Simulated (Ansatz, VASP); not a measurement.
**Ru: VASP beside Ansatz**

The input INCAR:

```
SYSTEM = Ru
PREC = Accurate ; ENCUT = 520
EDIFF = 1E-6 ; ISMEAR = 0
SIGMA = 0.15 ; LREAL = .FALSE.
LASPH = .TRUE. ; NELM = 60
ALGO = Fast ; ISIF = 2
LWAVE = .FALSE. ; LCHARG = .FALSE.
GGA = PE ; NBANDS = 21
```

File KPOINTS:

```
regular mesh
0
G
  24 24 12
  0 0 0
```

The input POSCAR:

```
Ru
1.0
    2.8564235852      0.0000000000      0.0000000000
   -1.4282117926      2.4737353888      0.0000000000
    0.0000000000      0.0000000000      3.8422221469
Ru
2
Direct
    0.3333333333      0.6666666667      0.2500000000
    0.6666666667      0.3333333333      0.7500000000
```

Input for Ansatz:

```yaml
crystal:
  lattice:
    - [2.8564235852, 0.0, 0.0]
    - [-1.4282117926, 2.4737353888, 0.0]
    - [0.0, 0.0, 3.8422221469]
  atoms:
    - { symbol: Ru, position: [0.3333333333, 0.6666666667, 0.25] }
    - { symbol: Ru, position: [0.6666666667, 0.3333333333, 0.75] }
basis:
  ecutwfc: 420
kpoints:
  mp_grid: { grid: [24, 24, 12] }
hamiltonian:
  xc: pbe
scf:
  occupations: { method: gaussian, width: 0.15 }
output:
  forces: true
  stress: true
  eigenvalues: true
```

Alike in both runs: task single point; functional PBE; k mesh 24 × 24 × 12; occupations gaussian, width 0.15 eV; no spin polarisation.

```csv
,VASP,Ansatz
version,VASP 6.6.1,Ansatz 0.2.0
potentials or method,"VASP PAW PBE potentials, release 64 (Ru_pv), cutoff 520 eV","scalar-relativistic, plane waves, PAW"
valence electrons in the cell,28,32
```

Ansatz gave:

| Item | Value |
| --- | --- |
| gap on the k mesh at the Fermi level (eV) | none |
| pressure (GPa) | 15.1 |
| traceless stress, the component that is largest in VASP (GPa) | 39.49 |

Task: What did VASP give for the same quantities?

Result: gap on the k mesh at the Fermi level (eV): none; pressure (GPa): 15.2; traceless stress, the component that is largest in VASP (GPa): 39.54.

A gap of «none» marks a metal or a gap that the smearing closes. The functional is the same, so the differences come from potentials, cutoffs and numerics. VASP's potentials hold 28 valence electrons a cell and Ansatz's 32, so a difference there can come from the potentials and not from the codes.
